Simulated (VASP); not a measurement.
Li: relaxation of cell and atoms with r2SCAN

Crystal: Li.

```
Li
1.0
    -1.75500    1.75500    1.75500
     1.75500   -1.75500    1.75500
     1.75500    1.75500   -1.75500
Li
1
Cartesian
  0.0000 0.0000 0.0000
```

- Program: VASP 6.6.1
- Task: relaxation of cell and atoms
- Functional: r2SCAN
- Potentials or basis: VASP PAW PBE potentials, release 64 (Li_sv)
- Cutoff: 830 eV
- k mesh: 8 × 8 × 8
- Occupations: fermi-dirac, width 0.1 eV
- Spin: no spin polarisation
- Dipole correction: no
- Further INCAR settings: ALGO = Normal; EDIFF = 1e-07; IBRION = 2; EDIFFG = -0.02; NSW = 80; ISIF = 3

| Quantity | Value |
| --- | --- |
| Relaxed volume | 21.12 Å³/atom |
| Relaxed cell | a = 3.016 Å, b = 3.016 Å, c = 3.016 Å, α = 109.47°, β = 109.47°, γ = 109.47° |
| Space group after relaxing (to 0.1 Å) | Im-3m (No. 229) |
| Energy gained by relaxing | 0.2 meV/atom |
| Ionic steps | 3 |
| Pressure after relaxing | 0.0 GPa |
| Band gap on the k mesh | zero (an odd number of electrons rules out a gap without spin polarisation) |

The path:
```tsv
step	energy change (eV)	largest force (eV/Å)	pressure (GPa)	volume (Å³)
1	0.0000	0.0000	-0.40	21.62
2	-0.0002	0.0000	-0.27	21.45
3	-0.0002	0.0000	-0.03	21.12
```

Final structure:
```
Li
1.0
    -1.74126    1.74126    1.74126
     1.74126   -1.74126    1.74126
     1.74126    1.74126   -1.74126
Li
1
Direct
  0.00000 0.00000 0.00000
```

Levels at points of the mesh, in eV from the Fermi level:
| k point | band 1 | band 2 | band 3 | band 4 | band 5 |
| --- | --- | --- | --- | --- | --- |
| (0.00, 0.00, 0.00) | -48.19 | -3.84 | 15.84 | 15.84 | 15.84 |
| (0.50, 0.00, 0.00) | -48.17 | 0.25 | 3.35 | 11.15 | 12.65 |
| (0.50, 0.50, 0.50) | -48.16 | 5.89 | 5.89 | 5.89 | 8.00 |

Run time: 2.2 min on 1 thread of Intel Xeon 8259CL, on a shared host, peak memory 0.14 GiB.

Caveat: the PAW data sets were made with another functional, which shifts forces and pressure a little.
